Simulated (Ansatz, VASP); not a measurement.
**Two plane-wave programs on Bi**

```xyz
1
Lattice="-1.7781 2.1180 2.1193 1.7781 -2.1180 2.1193 1.7781 2.1180 -2.1193" Properties=species:S:1:pos:R:3 pbc="T T T"
Bi    0.0000    2.1180    0.0000
```

Alike in both runs: functional PBE; k mesh 20 × 20 × 20; occupations gaussian, width 0.1 eV; no spin polarisation.

Ansatz relaxed the structure, and its values are those at the end. VASP's run is a single point on that final structure, the one shown.

```csv
,VASP,Ansatz
version,VASP 6.6.1,Ansatz 0.2.0
potentials or method,"VASP PAW PBE potentials, release 64 (Bi_d), cutoff 500 eV","scalar-relativistic, plane waves, PAW"
valence electrons in the cell,15,15
```

|  | VASP | Ansatz | Ansatz less VASP |
| --- | --- | --- | --- |
| gap on the k mesh at the Fermi level (eV) | none | none | - |
| pressure (GPa) | -0.1 | 0.0 | +0.06 |

A gap of «none» marks a metal or a gap that the smearing closes. With one functional, cell and mesh, what is left measures potentials, basis and numerics.

Spin-orbit coupling is off throughout.
